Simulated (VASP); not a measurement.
# W7C8 (a cell with a defect) in VASP: single point with PBE

Aim: the single point of W7C8 (a cell with a defect) with PBE.

Program: VASP 6.6.1. These are calculated values, not measurements. Logs are shortened: lines on timing, memory, paths and dates and some standing lists are left out, and cuts for length are marked.

## 1. The cell of the first run

The cell holds a defect, 15 atoms: a = 5.694 Å, b = 5.843 Å, c = 5.843 Å, α = 120.00°, β = 90.00°, γ = 90.00°.

## 2. Single point, PBE (atoms taken out, then relaxed in part)

Input file INCAR:

```
  PREC = Accurate
  ENCUT = 520
  EDIFF = 1E-7
  ISMEAR = 0
  SIGMA = 0.1
  LREAL = Auto
  LASPH = True
  NELM = 80
  ALGO = Normal
  ISIF = 2
  LWAVE = False
  LCHARG = True
  GGA = PE
  LELF = True
  LVHAR = True
  NBANDS = 78
```

Input file KPOINTS:

```
regular mesh
0
Gamma
  7 8 8
```

Input file POSCAR:

```
W7C8
1.0
    0.0000000000      0.0000000000      5.6942504921
    2.9217348262     -5.0605931653      0.0000000000
    2.9217348263      5.0605931652      0.0000000000
W C
7 8
Direct
    0.5000000000      0.0000000000      0.0000000000
    0.0000000000      0.4946443785     -0.0107112431
    0.5000000000      0.5005631116      0.0011262231
    0.0000000000      0.0107112431      0.5053556215
    0.5000000000     -0.0011262231      0.4994368884
    0.0000000000      0.4946443785      0.5053556215
    0.5000000000      0.5005631116      0.4994368884
    0.2356664070      0.6666666667      0.3333333333
    0.7643335930      0.6666666667      0.3333333333
    0.2603271603      0.1741661295      0.3483322589
    0.7396728397      0.1741661295      0.3483322589
    0.2603271603      0.6516677411      0.8258338705
    0.7396728397      0.6516677411      0.8258338705
    0.2603271603      0.1741661295      0.8258338705
    0.7396728397      0.1741661295      0.8258338705
```

Potentials or basis: VASP PAW PBE potentials, release 64 (W_sv, C).

Run with:

```
> cat potpaw_PBE.64/W_sv/POTCAR potpaw_PBE.64/C/POTCAR > POTCAR
> mpirun -np 1 vasp_std > vasp.out
```

OUTCAR:

```text
PREC = Accurate
   ENCUT = 520
   EDIFF = 1E-7
   ISMEAR = 0
   LREAL = Auto
   LASPH = True
   NELM = 80
   ISIF = 2
   GGA = PE

 ion  position               nearest neighbor table
   1  0.500  0.000  0.000-  10 2.23  11 2.23  12 2.23  13 2.23  14 2.23  15 2.23   5 2.92   3 2.92
                             7 2.92   7 2.92   5 2.92   3 2.92
   2  0.000  0.495  0.989-  12 2.20  13 2.20  14 2.20  15 2.20   8 2.20   9 2.20   6 2.83   4 2.83
                             3 2.85   3 2.85   6 3.02   4 3.02
   3  0.500  0.501  0.001-  12 2.14  13 2.14  14 2.14  15 2.14   8 2.26   9 2.26   2 2.85   2 2.85
                             7 2.91   5 2.91   1 2.92   1 2.92   7 2.93   5 2.93
   4  0.000  0.011  0.505-  10 2.20  11 2.20  14 2.20  15 2.20   8 2.20   9 2.20   6 2.83   2 2.83
                             5 2.85   5 2.85   6 3.02   2 3.02
   5  0.500  0.999  0.499-  10 2.14  11 2.14  14 2.14  15 2.14   8 2.26   9 2.26   4 2.85   4 2.85
                             7 2.91   3 2.91   1 2.92   1 2.92   7 2.93   3 2.93
   6  0.000  0.495  0.505-  12 2.20  13 2.20  10 2.20  11 2.20   8 2.20   9 2.20   2 2.83   4 2.83
                             7 2.85   7 2.85   2 3.02   4 3.02
   7  0.500  0.501  0.499-  12 2.14  13 2.14  10 2.14  11 2.14   8 2.26   9 2.26   6 2.85   6 2.85
                             3 2.91   5 2.91   1 2.92   1 2.92   3 2.93   5 2.93
   8  0.236  0.667  0.333-   6 2.20   2 2.20   4 2.20   7 2.26   3 2.26   5 2.26
   9  0.764  0.667  0.333-   6 2.20   2 2.20   4 2.20   7 2.26   3 2.26   5 2.26
  10  0.260  0.174  0.348-   5 2.14   7 2.14   4 2.20   6 2.20   1 2.23
  11  0.740  0.174  0.348-   5 2.14   7 2.14   4 2.20   6 2.20   1 2.23
  12  0.260  0.652  0.826-   3 2.14   7 2.14   2 2.20   6 2.20   1 2.23
  13  0.740  0.652  0.826-   3 2.14   7 2.14   2 2.20   6 2.20   1 2.23
  14  0.260  0.174  0.826-   5 2.14   3 2.14   4 2.20   2 2.20   1 2.23
  15  0.740  0.174  0.826-   5 2.14   3 2.14   4 2.20   2 2.20   1 2.23

  LATTYP: Found a hexagonal cell.
 ALAT       =     5.8434696525
 C/A-ratio  =     0.9744639454

  Lattice vectors:

 A1 = (   2.9217348262,  -5.0605931653,   0.0000000000)
 A2 = (   2.9217348263,   5.0605931652,   0.0000000000)
 A3 = (   0.0000000000,   0.0000000000,   5.6942504921)

Analysis of symmetry for initial positions (statically):
=====================================================================
 Subroutine PRICEL returns:
 Original cell was already a primitive cell.

 Routine SETGRP: Setting up the symmetry group for a
 hexagonal supercell.

 Subroutine GETGRP returns: Found 12 space group operations
 (whereof 12 operations were pure point group operations)
 out of a pool of 24 trial point group operations.

The static configuration has the point symmetry D_3h.

Analysis of symmetry for dynamics (positions and initial velocities):
[... 159 lines left out ...]
  Fermi-wavevector in a.u.,A,eV,Ry     =   1.501826  2.838040 30.687696  2.255482
  Thomas-Fermi vector in A             =   2.613146
   LORBIT       =      0    0 simple, 1 ext, 2 COOP (PROOUT), +10 PAW based schemes
   GGA     = PE    functional components
   LHFCALC =     F    Hartree Fock is set to
   AEXX    =    0.0000 exact exchange contribution
   IVDW    =     0    specifies the selected vdW correction
   LEPSILON=     F    determine dielectric tensor
   LRPA    =     F    only Hartree local field effects (RPA)
 non-spin polarized calculation
 Gauss-broadening in eV      SIGMA  =   0.10
  energy-cutoff  :      520.00
  volume of cell :      168.39
 maximum number of plane-waves:      4557
   NGX = 21   NGY = 21   NGZ = 21

 number of electron     130.0000012 magnetization

 Free energy of the ion-electron system (eV)
  ---------------------------------------------------
  ext. energy  EPLUGINS =         0.00000000
  ---------------------------------------------------
  free energy    TOTEN  =      -160.60463213 eV

  energy without entropy =     -160.58091039  energy(sigma->0) =     -160.59277126

 E-fermi :   9.4387     XC(G=0): -13.0138

 val. band max:        9.4339577539   @ k =   0.4286   0.1250   0.1250
 cond. band min:       9.4398987403   @ k =   0.0000   0.1250   0.1250
 fundamental gap:      0.0059409865
 Fermi energy:         9.4386682941

 k-point     1 :       0.0000    0.0000    0.0000
  band No.  band energies     occupation
      1     -64.8867      2.00000
      2     -64.8434      2.00000
      3     -64.8434      2.00000
      4     -64.5145      2.00000
      5     -64.4715      2.00000
      6     -64.4715      2.00000
[... 1909 lines left out ...]
     76      13.3077      0.00000
     77      13.4121      0.00000

 [... further k-points ...]

 [bands above 77 left out]

------------------------ aborting loop because EDIFF is reached ----------------------------------------

  FORCE on cell =-STRESS in cart. coord.  units (eV):
  Direction    XX          YY          ZZ          XY          YZ          ZX
  --------------------------------------------------------------------------------------
  -------------------------------------------------------------------------------------
  Total        0.1330533      0.1330533     -9.7514066     -0.0000000      0.0000000      0.0000000
  in kB        1.2659813      1.2659813    -92.7831395     -0.0000000      0.0000000      0.0000000
  external PRESSURE =     -30.0837256 kB  Pullay stress =       0.0000000 kB

 VOLUME and BASIS-vectors are now :
 -----------------------------------------------------------------------------
  energy-cutoff  :      520.00
  volume of cell :      168.39
      direct lattice vectors                 reciprocal lattice vectors
     0.000000000  0.000000000  5.694250492     0.000000000  0.000000000  0.175615738
     2.921734826 -5.060593165  0.000000000     0.171131204 -0.098802647  0.000000000
     2.921734826  5.060593165  0.000000000     0.171131204  0.098802647  0.000000000

 POSITION                                       TOTAL-FORCE (eV/Angst)
 -----------------------------------------------------------------------------------
      0.00000      0.00000      2.84713         0.000000     -0.000000      0.000000
      4.33566      2.50319      0.00000         0.004917      0.002839      0.000000
      1.46580     -2.52745      2.84713         0.015026      0.008675      0.000000
      1.50781      2.50319      0.00000        -0.004917      0.002839      0.000000
      4.37767     -2.52745      2.84713        -0.015026      0.008675      0.000000
      2.92173      0.05421      0.00000        -0.000000     -0.005678      0.000000
      2.92173     -0.00570      2.84713        -0.000000     -0.017351      0.000000
      2.92173     -1.68686      1.34194         0.000000     -0.000000      0.015882
      2.92173     -1.68686      4.35231         0.000000     -0.000000     -0.015882
      1.52660      0.88138      1.48237        -0.018708     -0.010801     -0.018575
      1.52660      0.88138      4.21188        -0.018708     -0.010801      0.018575
      4.31687      0.88138      1.48237         0.018708     -0.010801     -0.018575
      4.31687      0.88138      4.21188         0.018708     -0.010801      0.018575
      2.92173      3.29783      1.48237         0.000000      0.021602     -0.018575
      2.92173      3.29783      4.21188         0.000000      0.021602      0.018575
 -----------------------------------------------------------------------------------
    total drift:                                0.000000      0.000002      0.000000

  FREE ENERGIE OF THE ION-ELECTRON SYSTEM (eV)
  ---------------------------------------------------
  free  energy   TOTEN  =      -160.6046321324 eV

  energy  without entropy=     -160.5809103853  energy(sigma->0) =     -160.59277126
```

stdout:

```text
POSCAR found type information on POSCAR W C
 POSCAR found :  2 types and      15 ions
 scaLAPACK will be used
 LDA part: xc-table for (Slater+PW92), standard interpolation
 POSCAR, INCAR and KPOINTS ok, starting setup
 FFT: planning ... GRIDC
 FFT: planning ... GRID_SOFT
 FFT: planning ... GRID
 WAVECAR not read
 entering main loop
```

It took 18 min on 1 thread of Intel Xeon Platinum 8375C at 2.90GHz (Ice Lake), shared host; peak memory 0.49 GiB.

Results:

```yaml
Free_energy: -160.6046 eV
Pressure: -3.0 GPa
Largest_force: 0.028 eV/Å
Band_gap_on_the_k_mesh: zero (bands 65 and 66 overlap by 0.83 eV)
```

Forces in eV/Å, atoms in the order of the input:
```
W    0.000  0.000  0.000
W    0.005  0.003  0.000
W    0.015  0.009  0.000
W   -0.005  0.003  0.000
W   -0.015  0.009  0.000
W    0.000 -0.006  0.000
W    0.000 -0.017  0.000
C    0.000  0.000  0.016
C    0.000  0.000 -0.016
C   -0.019 -0.011 -0.019
C   -0.019 -0.011  0.019
C    0.019 -0.011 -0.019
C    0.019 -0.011  0.019
C    0.000  0.022 -0.019
C    0.000  0.022  0.019
```

Levels at points of the mesh, in eV from the Fermi level:
| k point | band 62 | band 63 | band 64 | band 65 | band 66 | band 67 | band 68 | band 69 |
| --- | --- | --- | --- | --- | --- | --- | --- | --- |
| (0.00, 0.00, 0.00) | -0.51 | -0.31 | 0.22 | 0.39 | 0.59 | 0.59 | 1.34 | 1.34 |
| (0.00, 0.50, 0.00) | -1.15 | -1.12 | -1.00 | -0.73 | 0.04 | 0.22 | 1.21 | 1.44 |

Caveat: the cell differs from its parent crystal (atoms taken out, then relaxed in part); spin-orbit coupling is left out, which moves the levels of the heavy elements.
